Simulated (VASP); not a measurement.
Here is a VASP 6.6.1 calculation.

The input INCAR:

```
SYSTEM = BeZn3Te4
PREC = Accurate
ENCUT = 520
EDIFF = 1E-7
ISMEAR = 0
SIGMA = 0.01
LREAL = .FALSE.
LASPH = .TRUE.
NELM = 100
ALGO = Normal
ISIF = 2
LWAVE = .FALSE.
LCHARG = .FALSE.
GGA = PE
NBANDS = 41
```

File KPOINTS:

```
regular mesh
0
G
  6 6 6
  0 0 0
```

POSCAR

```
BeZn3Te4
1.0
   -3.0254044858      3.0254044858      6.0382646226
    3.0254044858     -3.0254044858      6.0382646226
    3.0254044858      3.0254044858     -6.0382646226
Be Zn Te
1 3 4
Direct
    0.0000000000      0.0000000000      0.0000000000
    0.2500000000      0.7500000000      0.5000000000
    0.7500000000      0.2500000000      0.5000000000
    0.5000000000      0.5000000000      0.0000000000
    0.6456360808      0.6456360808      0.5295052589
    0.1161308219      0.1161308219      0.4704947411
    0.8838691781      0.3543639192      0.0000000000
    0.3543639192      0.8838691781      0.0000000000
```

Potentials or basis: VASP PAW PBE potentials, release 64 (Be, Zn, Te).

The run is started by

```sh
$ cat potpaw_PBE.64/Be/POTCAR potpaw_PBE.64/Zn/POTCAR potpaw_PBE.64/Te/POTCAR > POTCAR
$ mpirun -np 1 vasp_std > vasp.out
```

Predict the pressure.

0.1 GPa.

What does it give for the band gap on the k mesh?

1.61 eV, direct.

Caveat: spin-orbit coupling is left out, which moves the levels of the heavy elements. A k mesh can miss the band edges.
